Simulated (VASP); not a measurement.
# LiCoCl3 (Pm-3m) in VASP: single point with PBE

Aim: the single point of LiCoCl3 with PBE.

Program: VASP 6.6.1. These are calculated values, not measurements. Logs are shortened: lines on timing, memory, paths and dates and some standing lists are left out, and cuts for length are marked.

## 1. The cell of the first run

It takes space group Pm-3m (No. 221, cubic). The conventional cell has a = 4.755 Å, b = 4.755 Å, c = 4.755 Å, α = 90.00°, β = 90.00°, γ = 90.00°. Within 4.4 Å of Li (site symmetry m-3m) lie 12 Cl at 3.36 Å and 8 Co at 4.12 Å. Co (site symmetry m-3m) has 6 Cl at 2.38 Å within 3.1 Å. Cl (site symmetry 4/mmm) has 2 Co at 2.38 Å within 3.1 Å.

## 2. Single point, PBE, collinear spin, ferromagnetic start

The input, INCAR:

```
PREC     = Accurate       # precision mode
ENCUT    = 520            # plane-wave cutoff, eV
EDIFF    = 1E-6           # SCF threshold, eV
ISMEAR   = 0              # smearing method
SIGMA    = 0.1            # smearing width, eV
LREAL    = F              # projectors in reciprocal space
LASPH    = T              # aspherical terms in the spheres
NELM     = 150            # most SCF steps
ALGO     = Normal         # electronic algorithm
ISIF     = 2              # what is computed and relaxed
LWAVE    = F              # write WAVECAR
LCHARG   = F              # write CHGCAR
ISPIN    = 2              # spin polarisation
MAGMOM   = 0 2.21 0 0 0   # initial moments
LORBIT   = 11             # projections on sites
LMAXMIX  = 4              # l up to which the mixer works
GGA      = PE             # functional
NBANDS   = 28             # bands
```

The input, KPOINTS:

```
Automatic mesh
0
Gamma
  8 8 8
```

The input, POSCAR:

```
LiCoCl3
1.0
    4.7552578591      0.0000000000      0.0000000000
    0.0000000000      4.7552578591      0.0000000000
    0.0000000000      0.0000000000      4.7552578591
Li Co Cl
1 1 3
Direct
    0.0000000000      0.0000000000      0.0000000000
    0.5000000000      0.5000000000      0.5000000000
    0.0000000000      0.5000000000      0.5000000000
    0.5000000000      0.0000000000      0.5000000000
    0.5000000000      0.5000000000      0.0000000000
```

Potentials or basis: VASP PAW PBE potentials, release 64 (Li_sv, Co, Cl).

Command:

```
cat potpaw_PBE.64/Li_sv/POTCAR potpaw_PBE.64/Co/POTCAR potpaw_PBE.64/Cl/POTCAR > POTCAR
mpirun -np 1 vasp_std > vasp.out
```

OUTCAR:

```text
PREC = Accurate
   ENCUT = 520
   EDIFF = 1E-6
   ISMEAR = 0
   LREAL = F
   LASPH = T
   NELM = 150
   ISIF = 2
   ISPIN = 2
   LORBIT = 11
   GGA = PE

 ion  position               nearest neighbor table
   1  0.000  0.000  0.000-
   2  0.500  0.500  0.500-   3 2.38   4 2.38   5 2.38   5 2.38   4 2.38   3 2.38
   3  0.000  0.500  0.500-   2 2.38   2 2.38
   4  0.500  0.000  0.500-   2 2.38   2 2.38
   5  0.500  0.500  0.000-   2 2.38   2 2.38

  LATTYP: Found a simple cubic cell.
 ALAT       =     4.7552578591

  Lattice vectors:

 A1 = (   4.7552578591,   0.0000000000,   0.0000000000)
 A2 = (   0.0000000000,   4.7552578591,   0.0000000000)
 A3 = (   0.0000000000,   0.0000000000,   4.7552578591)

Analysis of symmetry for initial positions (statically):
=====================================================================
 Subroutine PRICEL returns:
 Original cell was already a primitive cell.

 Routine SETGRP: Setting up the symmetry group for a
 simple cubic supercell.

 Subroutine GETGRP returns: Found 48 space group operations
 (whereof 48 operations were pure point group operations)
 out of a pool of 48 trial point group operations.

The static configuration has the point symmetry O_h .

Analysis of symmetry for dynamics (positions and initial velocities):
=====================================================================
 Subroutine PRICEL returns:
 Original cell was already a primitive cell.

 Routine SETGRP: Setting up the symmetry group for a
 simple cubic supercell.

 Subroutine GETGRP returns: Found 48 space group operations
 (whereof 48 operations were pure point group operations)
 out of a pool of 48 trial point group operations.

The dynamic configuration has the point symmetry O_h .

Analysis of structural, dynamic, and magnetic symmetry:
=====================================================================
 Subroutine PRICEL returns:
 Original cell was already a primitive cell.

 Routine SETGRP: Setting up the symmetry group for a
 simple cubic supercell.

 Subroutine GETGRP returns: Found 48 space group operations
 (whereof 48 operations were pure point group operations)
 out of a pool of 48 trial point group operations.

The overall configuration has the point symmetry O_h .

 Subroutine INISYM returns: Found 48 space group operations
 (whereof 48 operations are pure point group operations),
 and found     1 'primitive' translations

----------------------------------------------------------------------------------------

                                     Primitive cell

  volume of cell :     107.5282

  direct lattice vectors                    reciprocal lattice vectors
     4.755257859  0.000000000  0.000000000     0.210293538  0.000000000  0.000000000
     0.000000000  4.755257859  0.000000000     0.000000000  0.210293538  0.000000000
     0.000000000  0.000000000  4.755257859     0.000000000  0.000000000  0.210293538

  length of vectors
     4.755257859  4.755257859  4.755257859     0.210293538  0.210293538  0.210293538

  position of ions in fractional coordinates (direct lattice)
     0.000000000  0.000000000  0.000000000
     0.500000000  0.500000000  0.500000000
     0.000000000  0.500000000  0.500000000
     0.500000000  0.000000000  0.500000000
     0.500000000  0.500000000  0.000000000

  ion indices of the primitive-cell ions
   primitive index   ion index
                 1           1
                 2           2
                 3           3
                 4           4
                 5           5

----------------------------------------------------------------------------------------

 KPOINTS: Automatic mesh

Automatic generation of k-mesh.
 Grid dimensions read from file:
 generate k-points for:    8    8    8

 Generating k-lattice:

  Cartesian coordinates                     Fractional coordinates (reciprocal lattice)
     0.026286692  0.000000000  0.000000000     0.125000000  0.000000000  0.000000000
     0.000000000  0.026286692  0.000000000     0.000000000  0.125000000  0.000000000
     0.000000000  0.000000000  0.026286692     0.000000000  0.000000000  0.125000000

  Length of vectors
     0.026286692  0.026286692  0.026286692

  Shift w.r.t. Gamma in fractional coordinates (k-lattice)
     0.000000000  0.000000000  0.000000000

 Subroutine IBZKPT returns following result:
 ===========================================

 Found     35 irreducible k-points:

 Following reciprocal coordinates:
            Coordinates               Weight
  0.000000  0.000000  0.000000      1.000000
  0.125000  0.000000  0.000000      6.000000
  0.250000  0.000000  0.000000      6.000000
  0.375000  0.000000  0.000000      6.000000
  0.500000  0.000000  0.000000      3.000000
  0.125000  0.125000  0.000000     12.000000
[... 16 lines left out ...]
  0.375000  0.375000  0.125000     24.000000
  0.500000  0.375000  0.125000     24.000000
 [... further k-points ...]
   k-points           NKPTS =     35   k-points in BZ     NKDIM =     35   number of bands    NBANDS=     28
   number of dos      NEDOS =    301   number of ions     NIONS =      5
   total plane-waves  NPLWV =  46656
   dimension x,y,z NGX =    36 NGY =   36 NGZ =   36
   dimension x,y,z NGXF=    72 NGYF=   72 NGZF=   72
   ions per type =               1   1   3
   NGX,Y,Z   is equivalent  to a cutoff of  12.59, 12.59, 12.59 a.u.
   NGXF,Y,Z  is equivalent  to a cutoff of  25.17, 25.17, 25.17 a.u.
 SYSTEM =  unknown system
   PREC   = accura    normal or accurate (medium, high low for compatibility)
   ISTART =      0    job   : 0-new  1-cont  2-samecut
   ICHARG =      2    charge: 1-file 2-atom 10-const
   ISPIN  =      2    spin polarized calculation?
   LNONCOLLINEAR =      F non collinear calculations
   LSORBIT =      F    spin-orbit coupling
   LASPH  =      T    aspherical Exc in radial PAW
   ENCUT  =  520.0 eV  38.22 Ry    6.18 a.u.   8.84  8.84  8.84*2*pi/ulx,y,z
   NELM   =    150;   NELMIN=  2; NELMDL= -5     # of ELM steps
   EDIFF  = 0.1E-05   stopping-criterion for ELM
   LREAL  =      F    real-space projection
   EDIFFG = 0.1E-04   stopping-criterion for IOM
   NSW    =      0    number of steps for IOM
   IBRION =     -1    ionic relax: 0-MD 1-quasi-New 2-CG
   NFREE  =      0    steps in history (QN), initial steepest desc. (CG)
   ISIF   =      2    stress and relaxation
   ISYM   =      2    0-nonsym 1-usesym 2-fastsym
   POTIM  = 0.5000    time-step for ionic-motion
   TEBEG  =    0.0;   TEEND  =   0.0 temperature during run
   PSTRESS=    0.0 pullay stress
   NELECT =      33.0000    total number of electrons
   NUPDOWN=      -1.0000    fix difference up-down
   EMIN   =  10.00;   EMAX   =-10.00  energy-range for DOS
   EFERMI =   0.00;   METHOD = LEGACY
   ISMEAR =     0;   SIGMA  =   0.10  broadening in eV -4-tet -1-fermi 0-gaus
   EFERMI_NEDOS =   21; number of points for ismear=-14 and -15
   IALGO  =     38    algorithm
   IMIX   =      4    mixing-type and parameters
     AMIX     =   0.40;   BMIX     =  1.00
     AMIX_MAG =   1.60;   BMIX_MAG =  1.00
  volume/ion in A,a.u.               =      21.51       145.13
  Fermi-wavevector in a.u.,A,eV,Ry     =   1.104262  2.086752 16.590866  1.219394
  Thomas-Fermi vector in A             =   2.240732
   LORBIT       =     11    0 simple, 1 ext, 2 COOP (PROOUT), +10 PAW based schemes
   GGA     = PE    functional components
   LHFCALC =     F    Hartree Fock is set to
   AEXX    =    0.0000 exact exchange contribution
   IVDW    =     0    specifies the selected vdW correction
   LEPSILON=     F    determine dielectric tensor
   LRPA    =     F    only Hartree local field effects (RPA)
 spin polarized calculation
 Gauss-broadening in eV      SIGMA  =   0.10
  energy-cutoff  :      520.00
  volume of cell :      107.53
 maximum number of plane-waves:      2945
 NGX is ok and might be reduce to    36
   NGX = 17   NGY = 17   NGZ = 17

 number of electron      32.9999972 magnetization       2.2493226

 Free energy of the ion-electron system (eV)
  ---------------------------------------------------
  ext. energy  EPLUGINS =         0.00000000
  ---------------------------------------------------
  free energy    TOTEN  =       -18.33245348 eV

  energy without entropy =      -18.29364889  energy(sigma->0) =      -18.31305119

 E-fermi :   2.4454     XC(G=0):  -8.4877

 val. band max:        2.4448019354   @ k =   0.5000   0.2500   0.0000
 cond. band min:       2.4455997748   @ k =   0.5000   0.3750   0.2500
 fundamental gap:      0.0007978394
 Fermi energy:         2.4453953519

 spin component 1

 k-point     1 :       0.0000    0.0000    0.0000
  band No.  band energies     occupation
      1     -45.1392      1.00000
      2     -13.2677      1.00000
      3     -12.1152      1.00000
      4     -12.1152      1.00000
      5      -2.4361      1.00000
      6      -2.4361      1.00000
[... 20 lines left out ...]
     27      10.6948      0.00000
     28      10.6948      0.00000

 k-point     2 :       0.1250    0.0000    0.0000
  band No.  band energies     occupation
      1     -45.1392      1.00000
      2     -13.2300      1.00000
      3     -12.1473      1.00000
      4     -12.1133      1.00000
      5      -2.5341      1.00000
      6      -2.3960      1.00000
[... 674 lines left out ...]
 k-point    24 :       0.5000    0.3750    0.1250
  band No.  band energies     occupation
      1     -45.1391      1.00000
      2     -12.6152      1.00000
      3     -12.4059      1.00000
      4     -12.3072      1.00000
      5      -3.6485      1.00000
      6      -2.4492      1.00000
[... 20 lines left out ...]
     27      12.7854      0.00000
     28      13.1829      0.00000

 [... further k-points ...]

 spin component 2

 k-point     1 :       0.0000    0.0000    0.0000
  band No.  band energies     occupation
      1     -45.1388      1.00000
      2     -13.1962      1.00000
      3     -12.0328      1.00000
      4     -12.0327      1.00000
      5      -2.3567      1.00000
      6      -2.3567      1.00000
[... 20 lines left out ...]
     27      10.8698      0.00000
     28      10.8699      0.00000

 k-point     2 :       0.1250    0.0000    0.0000
  band No.  band energies     occupation
      1     -45.1388      1.00000
      2     -13.1587      1.00000
      3     -12.0672      1.00000
      4     -12.0309      1.00000
      5      -2.3758      1.00000
      6      -2.3149      1.00000
[... 674 lines left out ...]
 k-point    24 :       0.5000    0.3750    0.1250
  band No.  band energies     occupation
      1     -45.1387      1.00000
      2     -12.5443      1.00000
      3     -12.3432      1.00000
      4     -12.2372      1.00000
      5      -3.3891      1.00000
      6      -1.9714      1.00000
[... 20 lines left out ...]
     27      12.8566      0.00000
     28      13.2598      0.00000

 [... further k-points ...]
[... 5 lines left out ...]
  --------------------------------------------------------------------------------------
  -------------------------------------------------------------------------------------
  Total       -0.0738196     -0.0738196     -0.0738196      0.0000000     -0.0000000      0.0000000
  in kB       -1.0999180     -1.0999180     -1.0999180      0.0000000     -0.0000000      0.0000000
  external PRESSURE =      -1.0999180 kB  Pullay stress =       0.0000000 kB

 VOLUME and BASIS-vectors are now :
 -----------------------------------------------------------------------------
  energy-cutoff  :      520.00
  volume of cell :      107.53
      direct lattice vectors                 reciprocal lattice vectors
     4.755257859  0.000000000  0.000000000     0.210293538  0.000000000  0.000000000
     0.000000000  4.755257859  0.000000000     0.000000000  0.210293538  0.000000000
     0.000000000  0.000000000  4.755257859     0.000000000  0.000000000  0.210293538

 POSITION                                       TOTAL-FORCE (eV/Angst)
 -----------------------------------------------------------------------------------
      0.00000      0.00000      0.00000         0.000000      0.000000      0.000000
      2.37763      2.37763      2.37763         0.000000      0.000000      0.000000
      0.00000      2.37763      2.37763         0.000000      0.000000      0.000000
      2.37763      0.00000      2.37763         0.000000      0.000000      0.000000
      2.37763      2.37763      0.00000         0.000000      0.000000      0.000000
 -----------------------------------------------------------------------------------
    total drift:                                0.000000      0.000000      0.000000

  FREE ENERGIE OF THE ION-ELECTRON SYSTEM (eV)
  ---------------------------------------------------
  free  energy   TOTEN  =       -18.3324534765 eV

  energy  without entropy=      -18.2936488946  energy(sigma->0) =      -18.31305119

 total charge

# of ion       s       p       d       tot
------------------------------------------
    1        1.987   0.007   0.000   1.994
    2        0.294   0.337   7.194   7.824
    3        1.597   3.533   0.000   5.130
    4        1.597   3.533   0.000   5.130
    5        1.597   3.533   0.000   5.130
--------------------------------------------------
tot          7.072  10.942   7.194  25.208

 magnetization (x)

# of ion       s       p       d       tot
------------------------------------------
    1        0.000   0.000   0.000   0.000
    2        0.027   0.025   1.990   2.042
    3        0.008   0.032   0.000   0.041
    4        0.008   0.032   0.000   0.041
    5        0.008   0.032   0.000   0.041
--------------------------------------------------
tot          0.052   0.122   1.990   2.164
```

Run time: 86 s. Hardware: 1 thread of Intel Xeon 6975P-C (Granite Rapids), shared host; peak memory 0.33 GiB.

Results:

| Quantity | Value |
| --- | --- |
| Free energy | -18.3325 eV |
| Net moment | 2.25 μB per cell |
| Site moments | Li +0.00; Co +2.04; Cl +0.04 μB |
| Valence electrons inside the program's atomic spheres | Li 1.99; Co 7.82; Cl 5.13 |

Caveat: the cutoff is under 1.25 times the usual one of these potentials, so pressure, stress and relaxed cells hold a basis-set (Pulay) error; a cell with one magnetic atom can't hold antiferromagnetic order, which such compounds often take; semilocal functionals often make such compounds metallic where correlation or magnetic order opens a gap, which also shifts bond lengths. With open d or f shells a metallic result of PBE can be an artefact of self-interaction; +U or a hybrid may open a gap.
